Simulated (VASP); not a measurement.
Input of a VASP 6.6.1 run:

The input INCAR:

```
ALGO = Normal
EDIFF = 1E-8
ENCUT = 520
GGA = CA
IBRION = 8
ISIF = 2
ISMEAR = 0
LASPH = True
LCHARG = True
LREAL = False
LWAVE = False
NELM = 60
NSW = 1
PREC = Accurate
SIGMA = 0.01
```

Contents of KPOINTS:

```
k-points
0
Gamma
  12 12 12
```

File POSCAR:

```
C
1.0
    1.7658738580      1.7658738580      0.0000000000
   -1.7658738580      1.7658738580      0.0000000000
    0.0000000000      1.7658738580      1.7658738580
C
2
Direct
    0.5000000000      0.5000000000      0.0000000000
    0.7500000000      0.2500000000      0.5000000000
```

Potentials or basis: VASP PAW LDA potentials, release 64 (C).

The run is started by

```bash
$ cat potpaw_LDA.64/C/POTCAR > POTCAR
$ mpirun -np 1 vasp_std > vasp.out
```

(1) What does it give for the highest phonon frequency at Γ?

Results:

(1) 1326 cm⁻¹.

Caveat: the cell wasn't relaxed at this level first, which shifts response properties.
